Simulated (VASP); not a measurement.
Crystal: Au.

```
CELL_PARAMETERS angstrom
0.00000 2.00750 2.00750
2.00750 0.00000 2.00750
2.00750 2.00750 0.00000
ATOMIC_POSITIONS crystal
Au 0.00000 0.00000 0.00000
```

Base run:

| Item | Value |
| --- | --- |
| Program | VASP 6.6.1 |
| Functional | r2SCAN |
| Potentials or basis | VASP PAW PBE potentials, release 64 (Au) |
| Cutoff | 520 eV |
| k mesh | 11 × 11 × 11 |
| Occupations | fermi-dirac, width 0.05 eV |
| Spin | no spin polarisation |

Its results: pressure 16.2 GPa.

Question: After a change of settings the same cell gave: pressure 14.2 GPa. Which change was it?
A. functional from r2SCAN to RPBE; further incar settings from ALGO = Normal; EDIFF = 1e-07; NBANDS = 12 to ALGO = Fast; EDIFF = 1e-07; NBANDS = 12
B. functional from r2SCAN to SVWN5
C. functional from r2SCAN to revPBE; dispersion from none to D3(BJ)
D. dispersion from none to rVV10

Answer: D.

Dispersion adds attraction, which lowers the pressure at fixed volume.

Caveats: the PAW data sets were made with another functional, which shifts forces and pressure a little.
